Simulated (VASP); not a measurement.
# Mg8HO8 (a cell with a defect) in VASP: further runs, part 2 of 2

VASP 6.6.1. Earlier steps stand in the parts before.

## (3) Single point, PBE

INCAR reads:

```
SYSTEM = Mg8HO8
ALGO = Normal
EDIFF = 1E-6
ENCUT = 520
GGA = PE
ISIF = 2
ISMEAR = 0
LASPH = .True.
LCHARG = .False.
LREAL = Auto
LWAVE = .False.
NBANDS = 46
NELECT = 64.0
NELM = 100
PREC = Accurate
SIGMA = 0.02
```

KPOINTS reads:

```
k-points
0
Gamma
  3 3 3
  0 0 0
```

POSCAR reads:

```
Mg8HO8
1.0
    0.0000000000      4.2202000000      4.2202000000
    4.2202000000      0.0000000000      4.2202000000
    4.2202000000      4.2202000000      0.0000000000
Mg O H
8 8 1
Direct
   -0.0090851517      0.0106274872     -0.0009751583
   -0.0032276924      0.0012688328      0.5007790497
   -0.0090867442      0.4995279958     -0.0009723916
   -0.0090900735      0.4995345496      0.5101134218
    0.4831926577      0.0196574031     -0.0224166046
    0.4831996565      0.0196433442      0.5191454127
    0.4911316236      0.5031573941      0.0026483429
    0.4832033912      0.4781121403      0.5191386578
    0.2464402958      0.2487949095      0.2521830845
    0.2317383481      0.2562957523      0.7557702956
    0.2464382597      0.7526709374      0.2521835211
    0.2464322970      0.7526726396      0.7483111878
    0.7403789929      0.2522310488      0.2552537882
    0.7403682556      0.2522378481      0.7517282076
    0.7421108306      0.7528331196      0.2523189280
    0.7403636721      0.7557595879      0.7517309918
    0.5403671009     -0.1799012003      0.3195450652
```

Potentials or basis: VASP PAW PBE potentials, release 64 (Mg, O, H).

The run is started by

```bash
$ cat potpaw_PBE.64/Mg/POTCAR potpaw_PBE.64/O/POTCAR potpaw_PBE.64/H/POTCAR > POTCAR
$ mpirun -np 1 vasp_std > vasp.out
```

OUTCAR:

```text
SYSTEM = Mg8HO8
   EDIFF = 1E-6
   ENCUT = 520
   GGA = PE
   ISIF = 2
   ISMEAR = 0
   LASPH = .True.
   LREAL = Auto
   NELECT = 64.0
   NELM = 100
   PREC = Accurate

 ion  position               nearest neighbor table
   1  0.991  0.011  0.999-  10 2.05  13 2.10  14 2.10  15 2.14  12 2.15  11 2.15   5 2.90   6 2.90
                             3 2.92   4 2.92   7 2.96   2 2.98   2 2.98   7 3.01   4 3.05   3 3.05
   2  0.997  0.001  0.501-  12 2.10  11 2.10   9 2.10  16 2.12  14 2.12  13 2.12   5 2.96   6 2.96
                             8 2.96   3 2.98   1 2.98   4 2.98   4 2.98   1 2.98   3 2.98   8 3.02
   3  0.991  0.500  0.999-  10 2.05  13 2.10  16 2.10  15 2.14  12 2.15   9 2.15   5 2.90   8 2.90
                             1 2.92   4 2.92   7 2.96   2 2.98   2 2.98   7 3.01   4 3.05   1 3.05
   4  0.991  0.500  0.510-  10 2.05  14 2.10  16 2.10  15 2.14  11 2.15   9 2.15   6 2.90   8 2.90
                             1 2.92   3 2.92   7 2.96   2 2.98   2 2.98   7 3.01   3 3.05   1 3.05
   5  0.483  0.020  0.978-  17 1.89  10 2.00  16 2.07  14 2.07   9 2.13  11 2.13  15 2.25   6 2.74
                             8 2.74   1 2.90   3 2.90   2 2.96   7 2.99   7 2.99   2 3.02   3 3.07
   6  0.483  0.020  0.519-  17 1.89  10 2.00  16 2.07  13 2.07   9 2.13  12 2.13  15 2.25   5 2.74
                             8 2.74   1 2.90   4 2.90   2 2.96   7 2.99   7 2.99   2 3.02   4 3.07
   7  0.491  0.503  0.003-  12 2.11  11 2.11   9 2.11  16 2.12  14 2.12  13 2.12   4 2.96   3 2.96
                             1 2.96   6 2.99   8 2.99   5 2.99   5 2.99   8 2.99   6 2.99   4 3.01
   8  0.483  0.478  0.519-  17 1.89  10 2.00  14 2.07  13 2.07  11 2.13  12 2.13  15 2.25   5 2.74
                             6 2.74   3 2.90   4 2.90   2 2.96   7 2.99   7 2.99   2 3.02   4 3.07
   9  0.246  0.249  0.252-   2 2.10   7 2.11   6 2.13   5 2.13   4 2.15   3 2.15
  10  0.232  0.256  0.756-   5 2.00   6 2.00   8 2.00   4 2.05   3 2.05   1 2.05
  11  0.246  0.753  0.252-   2 2.10   7 2.11   8 2.13   5 2.13   4 2.15   1 2.15
  12  0.246  0.753  0.748-   2 2.10   7 2.11   8 2.13   6 2.13   3 2.15   1 2.15
  13  0.740  0.252  0.255-   8 2.07   6 2.07   3 2.10   1 2.10   7 2.12   2 2.12
  14  0.740  0.252  0.752-   8 2.07   5 2.07   4 2.10   1 2.10   7 2.12   2 2.12
  15  0.742  0.753  0.252-  17 0.98   4 2.14   3 2.14   1 2.14   8 2.25   6 2.25   5 2.25
  16  0.740  0.756  0.752-   6 2.07   5 2.07   4 2.10   3 2.10   7 2.12   2 2.12
  17  0.540  0.820  0.320-  15 0.98   5 1.89   6 1.89   8 1.89

  LATTYP: Found a face centered cubic cell.
 ALAT       =     8.4404000000

  Lattice vectors:

 A1 = (   0.0000000000,   4.2202000000,   4.2202000000)
 A2 = (   4.2202000000,   0.0000000000,   4.2202000000)
 A3 = (   4.2202000000,   4.2202000000,   0.0000000000)

Analysis of symmetry for initial positions (statically):
=====================================================================
 Subroutine PRICEL returns:
 Original cell was already a primitive cell.

 Routine SETGRP: Setting up the symmetry group for a
 face centered cubic supercell.

 Subroutine GETGRP returns: Found  1 space group operations
 (whereof  1 operations were pure point group operations)
 out of a pool of 48 trial point group operations.

The static configuration has the point symmetry C_1 .

Analysis of symmetry for dynamics (positions and initial velocities):
=====================================================================
 Subroutine PRICEL returns:
 Original cell was already a primitive cell.

 Routine SETGRP: Setting up the symmetry group for a
 face centered cubic supercell.

 Subroutine GETGRP returns: Found  1 space group operations
 (whereof  1 operations were pure point group operations)
 out of a pool of 48 trial point group operations.

The dynamic configuration has the point symmetry C_1 .

 Subroutine INISYM returns: Found  1 space group operations
 (whereof  1 operations are pure point group operations),
 and found     1 'primitive' translations

----------------------------------------------------------------------------------------
[... 105 lines left out ...]
   ICHARG =      2    charge: 1-file 2-atom 10-const
   ISPIN  =      1    spin polarized calculation?
   LNONCOLLINEAR =      F non collinear calculations
   LSORBIT =      F    spin-orbit coupling
   LASPH  =      T    aspherical Exc in radial PAW
   ENCUT  =  520.0 eV  38.22 Ry    6.18 a.u.  11.10 11.10 11.10*2*pi/ulx,y,z
   NELM   =    100;   NELMIN=  2; NELMDL= -5     # of ELM steps
   EDIFF  = 0.1E-05   stopping-criterion for ELM
   LREAL  =      T    real-space projection
   EDIFFG = 0.1E-04   stopping-criterion for IOM
   NSW    =      0    number of steps for IOM
   IBRION =     -1    ionic relax: 0-MD 1-quasi-New 2-CG
   NFREE  =      0    steps in history (QN), initial steepest desc. (CG)
   ISIF   =      2    stress and relaxation
   ISYM   =      2    0-nonsym 1-usesym 2-fastsym
   POTIM  = 0.5000    time-step for ionic-motion
   TEBEG  =    0.0;   TEEND  =   0.0 temperature during run
   PSTRESS=    0.0 pullay stress
   NELECT =      64.0000    total number of electrons
   NUPDOWN=      -1.0000    fix difference up-down
   EMIN   =  10.00;   EMAX   =-10.00  energy-range for DOS
   EFERMI =   0.00;   METHOD = LEGACY
   ISMEAR =     0;   SIGMA  =   0.02  broadening in eV -4-tet -1-fermi 0-gaus
   EFERMI_NEDOS =   21; number of points for ismear=-14 and -15
   IALGO  =     38    algorithm
   IMIX   =      4    mixing-type and parameters
     AMIX     =   0.40;   BMIX     =  1.00
     AMIX_MAG =   1.60;   BMIX_MAG =  1.00
  volume/ion in A,a.u.               =       8.84        59.67
  Fermi-wavevector in a.u.,A,eV,Ry     =   1.231568  2.327326 20.636775  1.516760
  Thomas-Fermi vector in A             =   2.366373
   LORBIT       =      0    0 simple, 1 ext, 2 COOP (PROOUT), +10 PAW based schemes
   GGA     = PE    functional components
   LHFCALC =     F    Hartree Fock is set to
   AEXX    =    0.0000 exact exchange contribution
   IVDW    =     0    specifies the selected vdW correction
   LEPSILON=     F    determine dielectric tensor
   LRPA    =     F    only Hartree local field effects (RPA)
 non-spin polarized calculation
 Gauss-broadening in eV      SIGMA  =   0.02
  energy-cutoff  :      520.00
  volume of cell :      150.32
 maximum number of plane-waves:      4056
 NGX is ok and might be reduce to    48
   NGX = 23   NGY = 23   NGZ = 23

 number of electron      63.9999999 magnetization

 Free energy of the ion-electron system (eV)
  ---------------------------------------------------
  ext. energy  EPLUGINS =         0.00000000
  ---------------------------------------------------
  free energy    TOTEN  =      -102.23674487 eV

  energy without entropy =     -102.23674487  energy(sigma->0) =     -102.23674487

 E-fermi :   3.3867     XC(G=0): -11.0273

 val. band max:        3.2655375353   @ k =   0.0000   0.0000   0.0000
 cond. band min:       7.4453679690   @ k =   0.0000   0.0000   0.0000
 fundamental gap:      4.1798304337
 Fermi energy:         3.3866783190

 k-point     1 :       0.0000    0.0000    0.0000
  band No.  band energies     occupation
      1     -16.6374      2.00000
      2     -13.7611      2.00000
      3     -12.8682      2.00000
      4     -12.5073      2.00000
      5     -12.4986      2.00000
      6     -12.4985      2.00000
[... 647 lines left out ...]
     43      14.3556      0.00000
     44      14.7874      0.00000
 [bands above 44 left out]

------------------------ aborting loop because EDIFF is reached ----------------------------------------

  FORCE on cell =-STRESS in cart. coord.  units (eV):
  Direction    XX          YY          ZZ          XY          YZ          ZX
  --------------------------------------------------------------------------------------
  -------------------------------------------------------------------------------------
  Total       -0.7479657     -0.7446983     -0.7493020      1.8806404     -1.8794350      1.8799770
  in kB       -7.9719241     -7.9370995     -7.9861670     20.0441320    -20.0312842     20.0370610
  external PRESSURE =      -7.9650635 kB  Pullay stress =       0.0000000 kB

 VOLUME and BASIS-vectors are now :
 -----------------------------------------------------------------------------
  energy-cutoff  :      520.00
  volume of cell :      150.32
      direct lattice vectors                 reciprocal lattice vectors
     0.000000000  4.220200000  4.220200000    -0.118477797  0.118477797  0.118477797
     4.220200000  0.000000000  4.220200000     0.118477797 -0.118477797  0.118477797
     4.220200000  4.220200000  0.000000000     0.118477797  0.118477797 -0.118477797

 POSITION                                       TOTAL-FORCE (eV/Angst)
 -----------------------------------------------------------------------------------
      4.26093      8.39794      4.22671         0.000966     -0.000879      0.009873
      2.11874      6.31997      4.21193         0.005391     -0.005230     -0.005387
      6.32420      8.39795      6.28996        -0.010379     -0.000844     -0.001142
      4.26092      6.33462      6.28997         0.001116      0.010956     -0.001462
      4.20856      6.16477      2.12213        -0.006663     -0.024913      0.006949
      2.27380      4.23010      2.12210         0.025184      0.006463      0.007155
[... 9 lines left out ...]
      6.36191      6.29694      6.31394        -0.000314      0.000737      0.001751
      4.80953      3.62900      5.74144         0.073616     -0.073427     -0.073825
 -----------------------------------------------------------------------------------
    total drift:                                0.006870     -0.010105     -0.003799

  FREE ENERGIE OF THE ION-ELECTRON SYSTEM (eV)
  ---------------------------------------------------
  free  energy   TOTEN  =      -102.2367448691 eV

  energy  without entropy=     -102.2367448691  energy(sigma->0) =     -102.23674487
```

Run time: 4.4 min. Hardware: 1 thread of AMD EPYC 9R45 (Zen 5), shared host; peak memory 0.31 GiB.

Results:

| Item | Value |
| --- | --- |
| Free energy | -102.2367 eV |
| Largest force | 0.135 eV/Å |

Forces in eV/Å, atoms in the order of the input:
```
Mg   0.001 -0.001  0.010
Mg   0.005 -0.005 -0.005
Mg  -0.010 -0.001 -0.001
Mg   0.001  0.011 -0.001
Mg  -0.007 -0.025  0.007
Mg   0.025  0.006  0.007
Mg  -0.005  0.005  0.005
Mg  -0.007  0.007 -0.026
O   -0.002  0.002 -0.003
O    0.006 -0.004 -0.006
O    0.003  0.002  0.003
O   -0.003 -0.004  0.003
O   -0.001  0.001  0.001
O   -0.002  0.000  0.001
O   -0.078  0.077  0.078
O    0.000  0.001  0.002
H    0.074 -0.073 -0.074
```

Caveat: the k points lie up to 0.43 Å⁻¹ apart; the cell carries a net charge on a neutralising background, which shifts energy and pressure; the cell is charged against a uniform background, so pressure and absolute levels hang on convention.

## (4) Single point, PBE

INCAR reads:

```
SYSTEM = Mg8HO8
ALGO = Normal ; EDIFF = 1E-7
ENCUT = 520 ; GGA = PE
ISIF = 2 ; ISMEAR = 0
LASPH = .True. ; LCHARG = .False.
LREAL = Auto ; LWAVE = .False.
NBANDS = 46 ; NELECT = 64.0
NELM = 60 ; PREC = Accurate
SIGMA = 0.02
```

KPOINTS is that of step 3.

POSCAR reads:

```
Mg8HO8
1.0
    0.0000000000      4.2202000000      4.2202000000
    4.2202000000      0.0000000000      4.2202000000
    4.2202000000      4.2202000000      0.0000000000
Mg O H
8 8 1
Direct
   -0.0189192455      0.0167620018     -0.0196497796
   -0.0189296716      0.0167719539      0.5218968295
   -0.0005705891      0.5032353917     -0.0012951993
   -0.0098684896      0.5090694754      0.5004409744
    0.5226478603      0.0167910289     -0.0196799915
    0.4975633856      0.0088713805      0.4968228994
    0.5011760106      0.5090742145     -0.0106032889
    0.5011752997      0.5090749254      0.5004352874
    0.2480317284      0.2535703284      0.2473047486
    0.2480355196      0.2535719871      0.7511612009
    0.2478889626      0.7578996256      0.2471456329
    0.2449470404      0.7596366286      0.7477454860
    0.7518779916      0.2535700915      0.2473144638
    0.7444432728      0.2682584949      0.7436940192
    0.7484788636      0.7596356808      0.2442143737
    0.7484801668      0.7596367471      0.7477475001
    0.1806920288     -0.0403534193      0.1798949102
```

Potentials or basis: VASP PAW PBE potentials, release 64 (Mg, O, H).

The run is started by

```bash
$ cat potpaw_PBE.64/Mg/POTCAR potpaw_PBE.64/O/POTCAR potpaw_PBE.64/H/POTCAR > POTCAR
$ mpirun -np 1 vasp_std > vasp.out
```

OUTCAR:

```text
SYSTEM = Mg8HO8
   EDIFF = 1E-7
   ENCUT = 520
   GGA = PE
   ISIF = 2
   ISMEAR = 0
   LASPH = .True.
   LREAL = Auto
   NELECT = 64.0
   NELM = 60
   PREC = Accurate

 ion  position               nearest neighbor table
   1  0.981  0.017  0.980-  17 1.89  14 2.00  15 2.07  12 2.07  10 2.13  13 2.13  11 2.25   5 2.74
                             2 2.74   4 2.90   7 2.90   3 2.96   6 2.99   6 2.99   3 3.02   4 3.07
   2  0.981  0.017  0.522-  17 1.89  14 2.00  16 2.07  12 2.07   9 2.13  13 2.13  11 2.25   5 2.74
                             1 2.74   8 2.90   4 2.90   3 2.96   6 2.99   6 2.99   3 3.02   4 3.07
   3  0.999  0.503  0.999-   9 2.10  10 2.10  13 2.10  16 2.12  15 2.12  12 2.12   5 2.96   2 2.96
                             1 2.96   7 2.98   8 2.98   4 2.98   4 2.98   8 2.98   7 2.98   1 3.02
[... 897 lines left out ...]
  external PRESSURE =      -7.8941650 kB  Pullay stress =       0.0000000 kB

 VOLUME and BASIS-vectors are now :
 -----------------------------------------------------------------------------
  energy-cutoff  :      520.00
  volume of cell :      150.32
      direct lattice vectors                 reciprocal lattice vectors
     0.000000000  4.220200000  4.220200000    -0.118477797  0.118477797  0.118477797
     4.220200000  0.000000000  4.220200000     0.118477797 -0.118477797  0.118477797
     4.220200000  4.220200000  0.000000000     0.118477797  0.118477797 -0.118477797

 POSITION                                       TOTAL-FORCE (eV/Angst)
 -----------------------------------------------------------------------------------
      4.20801      8.27763      4.21110        -0.005582     -0.025829     -0.005452
      2.27329      6.34282      4.21109         0.025858      0.005477     -0.005850
      6.33849      8.43253      6.34155         0.004876     -0.004865      0.005150
      4.26034      6.29051      6.32693         0.002408     -0.002678     -0.013425
      4.20801      6.34282      2.27654        -0.005977      0.005921      0.025520
      2.13413      4.19651      2.13726        -0.006065      0.005734     -0.006456
[... 9 lines left out ...]
      6.36146      6.31438      6.36456        -0.001333      0.001487     -0.000639
      4.80909      1.52175      4.81246         0.073831     -0.074476      0.073215
 -----------------------------------------------------------------------------------
    total drift:                                0.006338     -0.003694      0.010249

  FREE ENERGIE OF THE ION-ELECTRON SYSTEM (eV)
  ---------------------------------------------------
  free  energy   TOTEN  =      -102.2367464974 eV

  energy  without entropy=     -102.2367464974  energy(sigma->0) =     -102.23674650
```

OSZICAR:

```text
N       E                     dE             d eps       ncg     rms          rms(c)
DAV:   1     0.308852413478E+03    0.30885E+03   -0.32120E+04  1352   0.128E+03
DAV:   2    -0.924272056935E+02   -0.40128E+03   -0.38999E+03  1630   0.273E+02
DAV:   3    -0.113569359735E+03   -0.21142E+02   -0.21048E+02  1586   0.655E+01
DAV:   4    -0.113721860272E+03   -0.15250E+00   -0.15230E+00  1560   0.628E+00
DAV:   5    -0.113722999622E+03   -0.11393E-02   -0.11390E-02  1570   0.539E-01    0.198E+01
DAV:   6    -0.102330141712E+03    0.11393E+02   -0.43439E+01  1548   0.300E+01    0.622E+00
DAV:   7    -0.102307935463E+03    0.22206E-01   -0.14651E+00  1544   0.524E+00    0.402E+00
DAV:   8    -0.102255556504E+03    0.52379E-01   -0.37996E-01  1576   0.405E+00    0.998E-01
DAV:   9    -0.102236867449E+03    0.18689E-01   -0.36394E-02  1672   0.115E+00    0.401E-01
DAV:  10    -0.102236700351E+03    0.16710E-03   -0.24264E-02  1560   0.786E-01    0.166E-01
DAV:  11    -0.102236610948E+03    0.89403E-04   -0.10904E-03  1648   0.218E-01    0.760E-02
DAV:  12    -0.102236761868E+03   -0.15092E-03   -0.68186E-04  1568   0.145E-01    0.313E-02
DAV:  13    -0.102236748437E+03    0.13431E-04   -0.65452E-05  1632   0.593E-02    0.140E-02
DAV:  14    -0.102236747228E+03    0.12093E-05   -0.43760E-05  1512   0.340E-02    0.624E-03
DAV:  15    -0.102236746668E+03    0.56004E-06   -0.24050E-06  1560   0.963E-03    0.287E-03
DAV:  16    -0.102236746480E+03    0.18748E-06   -0.74916E-07  1488   0.495E-03    0.427E-04
DAV:  17    -0.102236746497E+03   -0.17184E-07   -0.48238E-08   896   0.111E-03
   1 F= -.10223675E+03 E0= -.10223675E+03  d E =-.154982E-18
```

stdout:

```text
POSCAR found type information on POSCAR MgO H
 POSCAR found :  3 types and      17 ions
 scaLAPACK will be used
 LDA part: xc-table for (Slater+PW92), standard interpolation
 POSCAR, INCAR and KPOINTS ok, starting setup
 FFT: planning ... GRIDC
 FFT: planning ... GRID_SOFT
 FFT: planning ... GRID
 WAVECAR not read
 entering main loop
 the old and the new charge density differ
 old charge density:    65.00000 new   64.00000
    0.198E+01
```

Wall time 5 min (1 thread of AMD EPYC 9R45 (Zen 5), shared host); peak memory 0.31 GiB.

What came out:

```yaml
Free_energy: -102.2367 eV
Largest_force: 0.135 eV/Å
```

Forces in eV/Å, atoms in the order of the input:
```
Mg  -0.006 -0.026 -0.005
Mg   0.026  0.005 -0.006
Mg   0.005 -0.005  0.005
Mg   0.002 -0.003 -0.013
Mg  -0.006  0.006  0.026
Mg  -0.006  0.006 -0.006
Mg  -0.013 -0.003  0.002
Mg   0.003  0.013  0.002
O   -0.002 -0.003 -0.003
O    0.004  0.002 -0.002
O   -0.078  0.078 -0.078
O   -0.002  0.002 -0.001
O   -0.003  0.003  0.004
O    0.005 -0.005  0.004
O   -0.002  0.002  0.000
O   -0.001  0.001 -0.001
H    0.074 -0.074  0.073
```

Levels at points of the mesh, in eV from the Fermi level:
| k point | band 29 | band 30 | band 31 | band 32 | band 33 | band 34 | band 35 | band 36 |
| --- | --- | --- | --- | --- | --- | --- | --- | --- |
| (0.00, 0.00, 0.00) | -0.51 | -0.17 | -0.12 | -0.12 | 4.06 | 6.32 | 7.67 | 7.85 |

Caveat: the k points lie up to 0.43 Å⁻¹ apart; the cell carries a net charge on a neutralising background, which shifts energy and pressure; the cell is charged against a uniform background, so pressure and absolute levels hang on convention.
